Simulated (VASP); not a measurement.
# C in VASP: further runs, part 3 of 3

VASP 6.6.1.

## (6) Single point, PBE+D3(BJ) (atoms displaced along a vibrational mode)

INCAR reads:

```
PREC = Accurate
ENCUT = 520
EDIFF = 1E-6
ISMEAR = 0
SIGMA = 0.15
LREAL = F
LASPH = T
NELM = 80
ALGO = Normal
ISIF = 2
LWAVE = F
LCHARG = F
GGA = PE
IVDW = 12
NBANDS = 16
```

KPOINTS reads:

```
Automatic mesh
0
Gamma
  18 12 10
```

POSCAR reads:

```
C
1.0
   -2.4646600698      0.0000000000      0.0000000000
    0.0000000000      0.0000000000     -3.5719696368
    0.0000000000     -4.2689164642      0.0000000000
C
4
Direct
    0.5000000000      0.0000000000      0.1582336134
    0.0000000000      0.0000000000      0.6469895424
    0.0000000000      0.0000000000      0.3417663866
    0.5000000000      0.0000000000      0.8530104576
```

Potentials or basis: VASP PAW PBE potentials, release 64 (C).

Started as:

```console
> cat potpaw_PBE.64/C/POTCAR > POTCAR
> mpirun -np 1 vasp_std > vasp.out
```

OUTCAR:

```text
PREC = Accurate
   ENCUT = 520
   EDIFF = 1E-6
   ISMEAR = 0
   LREAL = F
   LASPH = T
   NELM = 80
   ISIF = 2
   GGA = PE
   IVDW = 12
 IVDW          = 12

 ion  position               nearest neighbor table
   1  0.500  0.000  0.158-   4 1.30   3 1.46   3 1.46
   2  0.000  0.000  0.647-   3 1.30   4 1.51   4 1.51
   3  0.000  0.000  0.342-   2 1.30   1 1.46   1 1.46
   4  0.500  0.000  0.853-   1 1.30   2 1.51   2 1.51

  LATTYP: Found a simple orthorhombic cell.
 ALAT       =     2.4646600698
 B/A-ratio  =     1.4492747623
 C/A-ratio  =     1.7320508075

  Lattice vectors:

 A1 = (  -2.4646600698,   0.0000000000,   0.0000000000)
 A2 = (   0.0000000000,   0.0000000000,  -3.5719696368)
 A3 = (   0.0000000000,  -4.2689164642,   0.0000000000)

Analysis of symmetry for initial positions (statically):
=====================================================================
 Subroutine PRICEL returns:
 Original cell was already a primitive cell.

 Routine SETGRP: Setting up the symmetry group for a
 simple orthorhombic supercell.
[... 174 lines left out ...]

 val. band max:        3.9103446964   @ k =   0.1667   0.4167   0.0000
 cond. band min:       3.9120317178   @ k =   0.1111   0.5000   0.0000
 fundamental gap:      0.0016870214
 Fermi energy:         3.9115608647

 k-point     1 :       0.0000    0.0000    0.0000
  band No.  band energies     occupation
      1     -15.4924      2.00000
      2     -10.1874      2.00000
      3      -9.6395      2.00000
      4      -2.7756      2.00000
      5      -1.6551      2.00000
      6      -0.5137      2.00000
[... 433 lines left out ...]
      3      -9.1438      2.00000
      4      -3.5227      2.00000
      5      -2.6243      2.00000
      6      -1.3478      2.00000
[... 8 lines left out ...]
     15      16.6801      0.00000
     16      17.1605      0.00000

 [... further k-points ...]

------------------------ aborting loop because EDIFF is reached ----------------------------------------

 Edisp (eV)   -0.57946

 E8    (eV) :    -0.1628

  FORCE on cell =-STRESS in cart. coord.  units (eV):
  Direction    XX          YY          ZZ          XY          YZ          ZX
  --------------------------------------------------------------------------------------
  -------------------------------------------------------------------------------------
  Total      -0.50185     6.06618    -0.08930     0.00000     0.00000     0.00000
  in kB     -21.39432   258.60905    -3.80695     0.00000     0.00000     0.00000
  external pressure =       77.80 kB  Pullay stress =        0.00 kB

 VOLUME and BASIS-vectors are now :
 -----------------------------------------------------------------------------
  energy-cutoff  :      520.00
  volume of cell :       37.58
      direct lattice vectors                 reciprocal lattice vectors
    -2.464660070  0.000000000  0.000000000    -0.405735465  0.000000000  0.000000000
     0.000000000  0.000000000 -3.571969637     0.000000000  0.000000000 -0.279957587
     0.000000000 -4.268916464  0.000000000     0.000000000 -0.234251480  0.000000000

 POSITION                                       TOTAL-FORCE (eV/Angst)
 -----------------------------------------------------------------------------------
     -1.23233     -0.67549      0.00000         0.000000     -5.662399      0.000000
      0.00000     -2.76194      0.00000         0.000000     -9.034036      0.000000
      0.00000     -1.45897      0.00000         0.000000      5.662399      0.000000
     -1.23233     -3.64143      0.00000         0.000000      9.034036      0.000000
 -----------------------------------------------------------------------------------
    total drift:                               -0.000000     -0.000000     -0.000000

  FREE ENERGIE OF THE ION-ELECTRON SYSTEM (eV)
  ---------------------------------------------------
  free  energy   TOTEN  =       -36.5046356610 eV

  energy  without entropy=      -36.5028055586  energy(sigma->0) =      -36.50372061
```

OSZICAR:

```text
N       E                     dE             d eps       ncg     rms          rms(c)
DAV:   1     0.358577673944E+02    0.35858E+02   -0.78351E+03 13464   0.914E+02
DAV:   2    -0.357167098497E+02   -0.71574E+02   -0.65184E+02 18848   0.192E+02
DAV:   3    -0.385620116780E+02   -0.28453E+01   -0.28296E+01 17872   0.357E+01
DAV:   4    -0.385861871337E+02   -0.24175E-01   -0.24168E-01 16912   0.396E+00
DAV:   5    -0.385865719325E+02   -0.38480E-03   -0.38478E-03 17520   0.475E-01    0.936E+00
DAV:   6    -0.365500702999E+02    0.20365E+01   -0.14670E+00 16160   0.788E+00    0.541E+00
DAV:   7    -0.359132733307E+02    0.63680E+00   -0.16356E+00 17224   0.828E+00    0.160E+00
DAV:   8    -0.359229692710E+02   -0.96959E-02   -0.59350E-02 16112   0.147E+00    0.500E-01
DAV:   9    -0.359248464282E+02   -0.18772E-02   -0.20235E-03 16208   0.344E-01    0.822E-02
DAV:  10    -0.359250898377E+02   -0.24341E-03   -0.10806E-04 15816   0.765E-02    0.262E-02
DAV:  11    -0.359251764668E+02   -0.86629E-04   -0.70694E-05 14952   0.574E-02    0.479E-03
DAV:  12    -0.359251773147E+02   -0.84785E-06   -0.23280E-06 16976   0.125E-02
   1 F= -.36504636E+02 E0= -.36503721E+02  d E =-.183010E-02
```

stdout:

```text
POSCAR found type information on POSCAR C
 POSCAR found :  1 types and       4 ions
 scaLAPACK will be used
 LDA part: xc-table for (Slater+PW92), standard interpolation
 POSCAR, INCAR and KPOINTS ok, starting setup
 FFT: planning ... GRIDC
 FFT: planning ... GRID_SOFT
 FFT: planning ... GRID
 WAVECAR not read
 entering main loop
```

Wall time 69 s (1 thread of Intel Xeon 6975P-C (Granite Rapids), shared host); peak memory 0.29 GiB.

Results:

```
Free energy                : -36.5046 eV
Pressure                   : 7.8 GPa
Largest force              : 9.034 eV/Å
Band gap on the k mesh     : zero (bands 8 and 9 overlap by 0.62 eV)
Dispersion energy per atom : -0.145 eV
```

Forces in eV/Å, atoms in the order of the input:
```
C    0.000 -5.662  0.000
C    0.000 -9.034  0.000
C    0.000  5.662  0.000
C    0.000  9.034  0.000
```

Stress tensor (GPa, compression positive):
```
-2.14  0.00  0.00
 0.00 25.86  0.00
 0.00  0.00 -0.38
```

Caveat: the cell differs from its parent crystal (atoms displaced along a vibrational mode); the cell stands under pressure; forces of over 1 eV/Å act on the atoms, so gaps and moduli don't describe the material at rest.

## (7) Overview

| cell | gap on the mesh (eV) | pressure (GPa) | largest force (eV/Å) |
| --- | --- | --- | --- |
| as given, atomic positions A | none | 2.0 | 3.86 |
| as given, atomic positions B | none | 4.2 | 6.45 |
| as given, atomic positions C | none | 0.4 | - |
| as given, atomic positions D | none | 2.4 | 5.39 |
| as given, atomic positions E | none | 7.8 | 9.03 |

Alike in all rows: task single point; level PBE+D3(BJ); potentials or basis VASP PAW PBE potentials, release 64 (C); no spin polarisation; k mesh 18 × 12 × 10; cutoff (eV) 520; smearing gaussian 0.15 eV.

Caveats: forces of over 1 eV/Å act on the atoms, so gaps and moduli don't describe the material at rest (at least some runs); the cell stands under pressure (at least some runs).

Total energies depend on the potentials used, so only differences within one code and one set of settings carry meaning.
